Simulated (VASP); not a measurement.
# Rh in VASP: relaxation of the atoms with LDA

Aim: the relaxation of the atoms of Rh with LDA.

Program: VASP 6.6.1. These are calculated values, not measurements. Logs are shortened: lines on timing, memory, paths and dates and some standing lists are left out, and cuts for length are marked.

### Step 1. The cell of the first run

The cell holds a slab with vacuum, 6 atoms: a = 2.654 Å, b = 2.654 Å, c = 25.836 Å, α = 90.00°, β = 90.00°, γ = 120.00°.

### Step 2. Relaxation of the atoms, LDA

INCAR

```
SYSTEM = Rh
PREC = Accurate
ENCUT = 450
EDIFF = 1E-7
ISMEAR = 0
SIGMA = 0.1
LREAL = .False.
LASPH = .True.
NELM = 120
ALGO = Normal
ISIF = 2
LWAVE = .False.
LCHARG = .False.
LDIPOL = .True.
IDIPOL = 3
DIPOL = 0.5 0.5 0.500
GGA = CA
IBRION = 2
NSW = 80
EDIFFG = -0.02
GGA_COMPAT = .False.
NELMIN = 4
NELMDL = -8
```

KPOINTS

```
regular mesh
0
Gamma
  15 15 1
  0 0 0
```

POSCAR

```
Rh
1.0
    2.6542592381      0.0000000000      0.0000000000
   -1.3271296191      2.2986559285      0.0000000000
    0.0000000000      0.0000000000     25.8359679642
Rh
6
Direct
    0.6666666667      0.3333333333      0.2902929749
    0.3333333333      0.6666666667      0.3741757849
    0.0000000000      0.0000000000      0.4580585950
    0.6666666667      0.3333333333      0.5419414050
    0.3333333333      0.6666666667      0.6258242151
    0.0000000000      0.0000000000      0.7097070251
```

Potentials or basis: VASP PAW LDA potentials, release 64 (Rh_pv).

On the command line:

```sh
> cat potpaw_LDA.64/Rh_pv/POTCAR > POTCAR
> mpirun -np 1 vasp_std > vasp.out
```

OUTCAR:

```text
SYSTEM = Rh
   PREC = Accurate
   ENCUT = 450
   EDIFF = 1E-7
   ISMEAR = 0
   LREAL = .False.
   LASPH = .True.
   NELM = 120
   ISIF = 2
   GGA = CA
   IBRION = 2
   NSW = 80
   EDIFFG = -0.02
   NELMIN = 4
   NELMDL = -8

 ion  position               nearest neighbor table
   1  0.667  0.333  0.290-   2 2.65   2 2.65   2 2.65
   2  0.333  0.667  0.374-   1 2.65   1 2.65   1 2.65   3 2.65   3 2.65   3 2.65
   3  0.000  0.000  0.458-   4 2.65   4 2.65   4 2.65   2 2.65   2 2.65   2 2.65
   4  0.667  0.333  0.542-   3 2.65   3 2.65   3 2.65   5 2.65   5 2.65   5 2.65
   5  0.333  0.667  0.626-   6 2.65   6 2.65   6 2.65   4 2.65   4 2.65   4 2.65
   6  0.000  0.000  0.710-   5 2.65   5 2.65   5 2.65

  LATTYP: Found a hexagonal cell.
 ALAT       =     2.6542592381
 C/A-ratio  =     9.7337771659

  Lattice vectors:

 A1 = (   2.6542592381,   0.0000000000,   0.0000000000)
 A2 = (  -1.3271296191,   2.2986559285,   0.0000000000)
 A3 = (   0.0000000000,   0.0000000000,  25.8359679642)

Analysis of symmetry for initial positions (statically):
=====================================================================
 Subroutine PRICEL returns:
 Original cell was already a primitive cell.

 Routine SETGRP: Setting up the symmetry group for a
 hexagonal supercell.

 Subroutine GETGRP returns: Found 12 space group operations
 (whereof  6 operations were pure point group operations)
 out of a pool of 24 trial point group operations.

The static configuration has the point symmetry C_3v.
 The point group associated with its full space group is D_3d.

Analysis of symmetry for dynamics (positions and initial velocities):
=====================================================================
 Subroutine PRICEL returns:
 Original cell was already a primitive cell.

 Routine SETGRP: Setting up the symmetry group for a
 hexagonal supercell.

 Subroutine GETGRP returns: Found 12 space group operations
 (whereof  6 operations were pure point group operations)
 out of a pool of 24 trial point group operations.

The dynamic configuration has the point symmetry C_3v.
 The point group associated with its full space group is D_3d.

[... 136 lines left out ...]
   LRPA    =     F    only Hartree local field effects (RPA)
 conjugate gradient relaxation of ions
 non-spin polarized calculation
 Gauss-broadening in eV      SIGMA  =   0.10
  energy-cutoff  :      450.00
  volume of cell :      157.63
 maximum number of plane-waves:      3466
   NGX =  9   NGY =  9   NGZ = 89

--------------------------------------- Ionic step        1  -------------------------------------------

 number of electron      90.0000041 magnetization

 Free energy of the ion-electron system (eV)
  ---------------------------------------------------
  ext. energy  EPLUGINS =         0.00000000
  ---------------------------------------------------
  free energy    TOTEN  =       -50.13965989 eV

  energy without entropy =      -50.09881122  energy(sigma->0) =      -50.11923556

------------------------ aborting loop because EDIFF is reached ----------------------------------------

  FORCE on cell =-STRESS in cart. coord.  units (eV):
  Direction    XX          YY          ZZ          XY          YZ          ZX
  --------------------------------------------------------------------------------------
  -------------------------------------------------------------------------------------
  Total       -3.0705194     -3.0705194     -1.7061247      0.0000000     -0.0000000      0.0000000
  in kB      -31.2090383    -31.2090383    -17.3412060      0.0000000     -0.0000000      0.0000000
  external PRESSURE =     -26.5864275 kB  Pullay stress =       0.0000000 kB
[... 187 lines left out ...]
--------------------------------------- Ionic step        6  -------------------------------------------

 number of electron      90.0000050 magnetization

 dipolmoment           0.000000      0.000000      0.000000 electrons x Angstroem

------------------------ aborting loop because EDIFF is reached ----------------------------------------

  FORCE on cell =-STRESS in cart. coord.  units (eV):
  Direction    XX          YY          ZZ          XY          YZ          ZX
  --------------------------------------------------------------------------------------
  -------------------------------------------------------------------------------------
  Total       -2.5282053     -2.5282053     -0.3820559      0.0000000      0.0000000      0.0000000
  in kB      -25.6969085    -25.6969085     -3.8832510      0.0000000      0.0000000      0.0000000
  external PRESSURE =     -18.4256893 kB  Pullay stress =       0.0000000 kB
[... 27 lines left out ...]
--------------------------------------- Ionic step        7  -------------------------------------------

 number of electron      90.0000056 magnetization

 dipolmoment           0.000000      0.000000     -0.000000 electrons x Angstroem

 Free energy of the ion-electron system (eV)
  ---------------------------------------------------
  ext. energy  EPLUGINS =         0.00000000
  ---------------------------------------------------
  free energy    TOTEN  =       -50.15541186 eV

  energy without entropy =      -50.11593482  energy(sigma->0) =      -50.13567334

 E-fermi :   3.5352     XC(G=0):  -8.0879

 val. band max:        3.5198779741   @ k =   0.4000   0.1333   0.0000
 cond. band min:       3.5410458715   @ k =   0.1333   0.0000   0.0000
 fundamental gap:      0.0211678974
 Fermi energy:         3.5352131258

 k-point     1 :       0.0000    0.0000    0.0000
  band No.  band energies     occupation
      1     -43.5250      2.00000
      2     -43.3970      2.00000
      3     -43.1159      2.00000
      4     -42.8561      2.00000
      5     -42.8561      2.00000
      6     -42.8520      2.00000
[... 1357 lines left out ...]
     53      10.0178      0.00000
     54      10.3078      0.00000

 [... further k-points ...]

------------------------ aborting loop because EDIFF is reached ----------------------------------------

 vacuum level on the upper side and lower side of the slab       (xc-potential included)        -0.009        -0.009

  FORCE on cell =-STRESS in cart. coord.  units (eV):
  Direction    XX          YY          ZZ          XY          YZ          ZX
  --------------------------------------------------------------------------------------
  -------------------------------------------------------------------------------------
  Total       -2.4567497     -2.4567497     -0.1288795      0.0000000      0.0000000      0.0000000
  in kB      -24.9706274    -24.9706274     -1.3099430      0.0000000      0.0000000      0.0000000
  external PRESSURE =     -17.0837326 kB  Pullay stress =       0.0000000 kB
[... 21 lines left out ...]
  FREE ENERGIE OF THE ION-ELECTRON SYSTEM (eV)
  ---------------------------------------------------
  free  energy   TOTEN  =       -50.1554118637 eV

  energy  without entropy=      -50.1159348227  energy(sigma->0) =      -50.13567334

 reached required accuracy - stopping structural energy minimisation

 vacuum level on the upper side and lower side of the slab         9.053         9.053
```

Wall time 21 min (1 thread of Intel Xeon Platinum 8375C at 2.90GHz (Ice Lake), shared host); peak memory 0.27 GiB.

Results:

```yaml
Free_energy: -50.1554 eV
Energy_gained_by_relaxing: 2.6 meV/atom
Ionic_steps: 7
Largest_force_after_relaxing: 0.007 eV/Å
Band_gap_on_the_k_mesh: zero (bands 45 and 46 overlap by 1.81 eV)
```

Forces in eV/Å, atoms in the order of the input:
```
Rh   0.000  0.000 -0.003
Rh   0.000  0.000  0.007
Rh   0.000  0.000 -0.002
Rh   0.000  0.000  0.002
Rh   0.000  0.000 -0.007
Rh   0.000  0.000  0.003
```

The path:
| step | energy change (eV) | largest force (eV/Å) | pressure (GPa) |
| --- | --- | --- | --- |
| 1 | 0.0000 | 0.3386 | -2.66 |
| 2 | -0.0135 | 0.1079 | -2.27 |
| 3 | -0.0141 | 0.0576 | -2.15 |
| 4 | -0.0146 | 0.0407 | -2.09 |
| 5 | -0.0152 | 0.0768 | -1.90 |
| 6 | -0.0155 | 0.0534 | -1.84 |
| 7 | -0.0158 | 0.0065 | -1.71 |

Final structure:
```yaml
crystal:
  lattice:
    - [2.65426, 0.00000, 0.00000]
    - [-1.32713, 2.29866, 0.00000]
    - [0.00000, 0.00000, 25.83597]
  atoms:
    - { symbol: Rh, position: [0.66667, 0.33333, 0.29179] }
    - { symbol: Rh, position: [0.33333, 0.66667, 0.37416] }
    - { symbol: Rh, position: [0.00000, 0.00000, 0.45768] }
    - { symbol: Rh, position: [0.66667, 0.33333, 0.54232] }
    - { symbol: Rh, position: [0.33333, 0.66667, 0.62584] }
    - { symbol: Rh, position: [0.00000, 0.00000, 0.70821] }
```

The gap in the log of VASP goes by the Fermi energy; the results here count the filled bands.